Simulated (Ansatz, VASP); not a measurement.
## Two plane-wave programs on Ni

```
Ni
1.0
     2.27759    0.00000    0.00000
     0.00000    2.27759    0.00000
     0.00000    0.00000    2.27759
Ni
1
Direct
  0.00000 0.00000 0.00000
```

Alike in both runs: task relaxation of cell and atoms; functional PBEsol; k mesh 14 × 14 × 14; occupations fermi-dirac, width 0.05 eV; collinear spin.

```csv
,VASP,Ansatz
version,VASP 6.6.1,Ansatz 0.2.0
potentials or method,"VASP PAW PBE potentials, release 64 (Ni), cutoff 600 eV","plane waves (420 eV) with PAW, scalar-relativistic"
valence electrons in the cell,10,18
```

```tsv
	VASP	Ansatz	Ansatz less VASP
net moment per atom (μB)	0.49	0.51	+0.012
size of the moment on the site where the two differ most (μB)	0.49	0.52	+0.021
relaxed volume (Å³/atom)	11.97	11.98	+0.013
relaxed cell length with the largest relative difference (Å)	2.287	2.288	+0.0009
```

VASP's potentials were made for PBE, not for PBEsol, and Ansatz warns of the same on its side. Site moments also hang on the region over which each program counts them. VASP's potentials hold 10 valence electrons a cell and Ansatz's 18, so a difference there can come from the potentials and not from the codes.
